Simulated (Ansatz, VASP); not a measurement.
**CsI: VASP beside Ansatz**

File INCAR:

```
SYSTEM = CsI
PREC = Accurate
ENCUT = 500
EDIFF = 1E-6
ISMEAR = -1
SIGMA = 0.01
LREAL = .False.
LASPH = .True.
NELM = 120
ALGO = Normal
ISIF = 2
LWAVE = .False.
LCHARG = .False.
GGA = CA
NBANDS = 15
GGA_COMPAT = .False.
```

Contents of KPOINTS:

```
regular mesh
0
Gamma
  7 7 7
  0 0 0
```

The input POSCAR:

```
CsI
1.0
    4.5210330000      0.0000000000      0.0000000000
    0.0000000000      4.5210330000      0.0000000000
    0.0000000000      0.0000000000      4.5667000000
Cs I
1 1
Direct
    0.0000000000      0.0000000000      0.0000000000
    0.5000000000      0.5000000000      0.5000000000
```

Input for Ansatz:

```yaml
crystal:
  lattice:
    - [4.521033, 0.0, 0.0]
    - [0.0, 4.521033, 0.0]
    - [0.0, 0.0, 4.5667]
  atoms:
    - { symbol: Cs, position: [0.0, 0.0, 0.0] }
    - { symbol: I, position: [0.5, 0.5, 0.5] }
kpoints:
  mp_grid: { grid: [7, 7, 7] }
  band_path:
    path:
      - [0.0, 0.0, 0.0]
      - [0.0, 0.5, 0.0]
      - [0.5, 0.5, 0.0]
      - [0.0, 0.0, 0.0]
      - [0.0, 0.0, 0.5]
      - [0.0, 0.5, 0.5]
      - [0.5, 0.5, 0.5]
      - [0.0, 0.0, 0.5]
      - [0.0, 0.5, 0.0]
    npoints: 5
scf:
  occupations: { method: fermi_dirac, width: 0.01 }
hamiltonian:
  xc: lda
  pseudopotentials: { kind: all_electron, lapw: { basis_error: 0.00025 } }
output:
  forces: true
  stress: true
  eigenvalues: true
```

Change from the starting cell: equal xx and yy strain of -1 %.

Alike in both runs: task single point; functional LDA; k mesh 7 × 7 × 7; occupations fermi-dirac, width 0.01 eV; no spin polarisation.

|  | VASP | Ansatz |
| --- | --- | --- |
| version | VASP 6.6.1 | Ansatz 0.2.0 |
| potentials or method | VASP PAW LDA potentials, release 64 (Cs_sv, I), cutoff 500 eV | all-electron LAPW, scalar-relativistic |

```tsv
	VASP	Ansatz	Ansatz less VASP
gap on the k mesh at the Fermi level (eV)	3.61	3.61	-0.008
pressure (GPa)	-1.2	-1.2	-0.04
traceless stress, the component that is largest in VASP (GPa)	-0.12	-0.12	0.000
```

LDA's correlation is that of Perdew and Zunger in VASP and of Perdew and Wang (1992) in Ansatz. Ansatz ran all-electron here, and VASP with PAW potentials.

Neither program's run includes spin-orbit coupling.
